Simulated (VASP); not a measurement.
**Sb: single point with PBEsol**

Sb:

```
Sb
1.0
     2.16103    1.24767    3.68682
    -2.16103    1.24767    3.68682
     0.00000   -2.49534    3.68682
Sb
2
Cartesian
  0.0000 0.0000 2.6068
  0.0000 0.0000 8.4537
```

| Quantity | Value |
| --- | --- |
| Program | VASP 6.6.1 |
| Task | single point |
| Functional | PBEsol |
| Potentials or basis | VASP PAW PBE potentials, release 64 (Sb) |
| Cutoff | 520 eV |
| k mesh | 12 × 12 × 12 |
| Occupations | gaussian, width 0.1 eV |
| Spin | no spin polarisation |
| Dipole correction | no |
| Further INCAR settings | ALGO = Normal; EDIFF = 1e-06; NBANDS = 12 |

```yaml
Pressure: 0.2 GPa
Largest_force: 0.050 eV/Å
Band_gap_on_the_k_mesh: zero (bands 5 and 6 overlap by 0.27 eV)
```

Forces in eV/Å, atoms in the order of the input:
```
Sb   0.000  0.000  0.050
Sb   0.000  0.000 -0.050
```

Levels at points of the mesh, in eV from the Fermi level:
```
           k point  band 1  band 2  band 3  band 4  band 5  band 6  band 7  band 8  band 9  band 10
(0.00, 0.00, 0.00)  -12.71   -4.66   -1.92   -1.77   -1.77    2.34    2.86    2.86    4.99     4.99
(0.50, 0.00, 0.00)  -10.29   -9.66   -1.74   -1.56   -0.25   -0.15    0.26    0.37    7.83     8.54
(0.50, 0.50, 0.00)  -10.29   -7.86   -5.52   -3.72   -3.68    1.59    5.11    5.53    7.16     8.87
(0.50, 0.50, 0.50)  -10.98   -9.08   -1.22   -1.22   -0.46    0.02    0.02    1.01    7.27     8.86
```

Run time: 2.5 min on 1 thread of Intel Xeon 8259CL, on a shared host, peak memory 0.28 GiB.

Caveat: the PAW data sets were made with another functional, which shifts forces and pressure a little; spin-orbit coupling is left out, which moves the levels of the heavy elements.
